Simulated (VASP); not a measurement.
Input of a VASP 6.6.1 run:

The input INCAR:

```
SYSTEM = SiC
PREC = Accurate ; ENCUT = 520
EDIFF = 1E-6 ; ISMEAR = 0
SIGMA = 0.05 ; LREAL = .False.
LASPH = .True. ; NELM = 100
ALGO = Normal ; ISIF = 2
LWAVE = .False. ; LCHARG = .False.
GGA = PS ; NBANDS = 26
```

Contents of KPOINTS:

```
Automatic mesh
0
Gamma
  12 12 4
  0 0 0
```

The input POSCAR:

```
SiC
1.0
    3.0780670649      0.0000000000      0.0000000000
   -1.5390335324      2.6656842728      0.0000000000
    0.0000000000      0.0000000000      9.5384000000
Si C
4 4
Direct
    0.6666666667      0.3333333333      0.9378278494
    0.3333333333      0.6666666667      0.4378278494
    0.0000000000      0.0000000000      0.6878973398
    0.0000000000      0.0000000000      0.1878973398
    0.6666666667      0.3333333333      0.7498191768
    0.3333333333      0.6666666667      0.2498191768
    0.0000000000      0.0000000000      0.5004546340
    0.0000000000      0.0000000000      0.0004546340
```

Potentials or basis: VASP PAW PBE potentials, release 64 (Si, C).

Command:

```sh
$ cat potpaw_PBE.64/Si/POTCAR potpaw_PBE.64/C/POTCAR > POTCAR
$ mpirun -np 1 vasp_std > vasp.out
```

Task: What does it give for the pressure?

Result: 14.8 GPa.

Task: Predict the largest force.

Result: 1.001 eV/Å.

Task: Predict the band gap on the k mesh.

Result: 1.86 eV, indirect (least direct gap 3.04 eV).

Stress tensor (GPa, compression positive):
```
 2.66  0.00  0.00
 0.00  2.66  0.00
 0.00  0.00 39.22
```

Caveat: the PAW data sets were made with another functional, which shifts forces and pressure a little. A k mesh can miss the band edges.
